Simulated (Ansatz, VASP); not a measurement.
Mo: VASP beside Ansatz

```
CELL_PARAMETERS angstrom
2.70816 0.00000 0.00000
-1.35408 2.36902 0.00000
0.00000 0.00000 2.55518
ATOMIC_POSITIONS crystal
Mo 0.00000 0.00000 0.50000
```

Change from the starting cell: strain -0.0100 x Voigt [1, 0, 0, 0, 0, 0], atoms carried along.

Alike in both runs: task single point; functional r2SCAN; k mesh 18 × 18 × 18; occupations gaussian, width 0.15 eV; no spin polarisation.

|  | VASP | Ansatz |
| --- | --- | --- |
| version | VASP 6.6.1 | Ansatz 0.2.0 |
| potentials or method | VASP PAW PBE potentials, release 64 (Mo_sv), cutoff 520 eV | scalar-relativistic, plane waves, PAW |
| valence electrons in the cell | 14 | 14 |

|  | VASP | Ansatz | Ansatz less VASP |
| --- | --- | --- | --- |
| gap on the k mesh at the Fermi level (eV) | none | none | - |
| pressure (GPa) | 3.9 | 2.9 | -1.08 |
| traceless stress, the component that is largest in VASP (GPa) | -4.86 | -4.96 | -0.104 |

VASP's potentials were made for PBE, not for r2SCAN. A gap of «none» marks a metal or a gap that the smearing closes.
